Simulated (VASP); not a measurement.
Here is a VASP 6.6.1 calculation.

INCAR

```
SYSTEM = Al2PtBr2
  ALGO = Normal
  EDIFF = 1E-7
  ENCUT = 520
  GGA = PE
  ISIF = 2
  ISMEAR = -1
  LASPH = .True.
  LCHARG = .False.
  LREAL = .False.
  LWAVE = .False.
  NBANDS = 23
  NELM = 100
  PREC = Accurate
  SIGMA = 0.05
```

The input KPOINTS:

```
k-points
0
Gamma
  4 4 3
  0 0 0
```

The input POSCAR:

```
Al2PtBr2
1.0
    0.0700900000      4.3214310000     -0.0700290000
    4.2992230000      0.0700900000     -0.0566490000
    2.2557220000      2.2836110000     -5.4788050000
Br Pt Al
2 1 2
Direct
    0.3707183501      0.3608841986      0.2542275616
    0.5975415873      0.6299628903      0.7545913739
    0.0083416646      0.9699457872      0.0117062722
    0.7266650375      0.2303338789      0.5073592125
    0.2574928408      0.7610504999      0.4738037371
```

Potentials or basis: VASP PAW PBE potentials, release 64 (Br, Pt, Al).

Command:

```sh
$ cat potpaw_PBE.64/Br/POTCAR potpaw_PBE.64/Pt/POTCAR potpaw_PBE.64/Al/POTCAR > POTCAR
$ mpirun -np 1 vasp_std > vasp.out
```

Q: Estimate the band gap on the k mesh.

A: Zero (band 15 reaches 6.95 eV, above the bottom of band 16 at 6.01 eV).

Q: Predict the largest force.

A: 0.858 eV/Å.

Stress tensor (GPa, compression positive):
```
16.05  0.70  0.85
 0.70  8.29 -1.79
 0.85 -1.79  4.24
```

Caveat: the k points lie up to 0.40 Å⁻¹ apart; spin-orbit coupling is left out, which moves the levels of the heavy elements.
